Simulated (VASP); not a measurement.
Write the native input for VASP 6.6.1 that does the following.

```yaml
Task: single point
Functional: PBE
Dispersion: D3(BJ)
Potentials_or_basis: VASP PAW PBE potentials, release 64 (Cu, O)
Cutoff: 520 eV
k_mesh: 14 × 14 × 8
Occupations: gaussian, width 0.1 eV
Spin: no spin polarisation
Dipole_correction: no
Further_INCAR_settings: ALGO = Normal; EDIFF = 1e-06; NBANDS = 25
```

The structure of CuO lies in POSCAR:

```
CuO
1.0
    2.0525292936     -2.0576245782      0.1608830587
    2.0525292936      2.0576245782      0.1608830587
   -0.4025072186      0.0000000000      5.1281363489
Cu O
2 2
Direct
    0.0000000000      0.5000000000      0.0000000000
    0.5000000000      0.0000000000      0.5000000000
    0.5000309145      0.4999690855      0.2500000000
    0.4999690855      0.5000309145      0.7500000000
```

These files were run (other wordings do the same):

INCAR

```
SYSTEM = CuO
PREC = Accurate
ENCUT = 520
EDIFF = 1E-6
ISMEAR = 0
SIGMA = 0.1
LREAL = .FALSE.
LASPH = .TRUE.
NELM = 60
ALGO = Normal
ISIF = 2
LWAVE = .FALSE.
LCHARG = .TRUE.
GGA = PE
IVDW = 12
LELF = .TRUE.
LVHAR = .TRUE.
NBANDS = 25
```

KPOINTS

```
regular mesh
0
G
  14 14 8
  0 0 0
```

Potentials or basis: VASP PAW PBE potentials, release 64 (Cu, O).

Run with:

```console
$ cat potpaw_PBE.64/Cu/POTCAR potpaw_PBE.64/O/POTCAR > POTCAR
$ mpirun -np 1 vasp_std > vasp.out
```

Results of the run:

| Property | Result |
| --- | --- |
| Pressure | 0.8 GPa |
| Band gap on the k mesh | zero (band 17 reaches 5.77 eV, above the bottom of band 18 at 4.60 eV) |
| Dispersion energy per atom | -0.263 eV |

Caveat: semilocal functionals often make such compounds metallic where correlation or magnetic order opens a gap, which also shifts bond lengths; pairwise dispersion overbinds metals, which lowers pressure and volume.

Run time: 15 min on 1 thread of AMD EPYC 7R13, with other jobs on the host, peak memory 0.45 GiB.
